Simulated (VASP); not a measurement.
A run of VASP 6.6.1 is set up as follows.

Contents of INCAR:

```
SYSTEM = TiAl3
  ALGO = Fast
  EDIFF = 1E-6
  ENCUT = 520
  GGA = PS
  ISIF = 2
  ISMEAR = 0
  LASPH = .True.
  LCHARG = .True.
  LELF = .True.
  LREAL = .False.
  LVHAR = .True.
  LWAVE = .False.
  NBANDS = 18
  NELM = 80
  PREC = Accurate
  SIGMA = 0.1
```

Contents of KPOINTS:

```
k-points
0
Gamma
  16 16 16
  0 0 0
```

File POSCAR:

```
TiAl3
1.0
   -1.9076016046      1.9076016046      4.2766308032
    1.9076016046     -1.9076016046      4.2766308032
    1.9076016046      1.9076016046     -4.2766308032
Ti Al
1 3
Direct
    0.0000000000      0.0000000000      0.0000000000
    0.5000000000      0.5000000000      0.0000000000
    0.7500000000      0.2500000000      0.5000000000
    0.2500000000      0.7500000000      0.5000000000
```

Potentials or basis: VASP PAW PBE potentials, release 64 (Ti_sv, Al).

Command:

```bash
$ cat potpaw_PBE.64/Ti_sv/POTCAR potpaw_PBE.64/Al/POTCAR > POTCAR
$ mpirun -np 1 vasp_std > vasp.out
```

Predict the band gap on the k mesh.

zero (an odd number of electrons rules out a gap without spin polarisation).

Estimate the pressure.

0.1 GPa.

Caveat: the PAW data sets were made with another functional, which shifts forces and pressure a little.
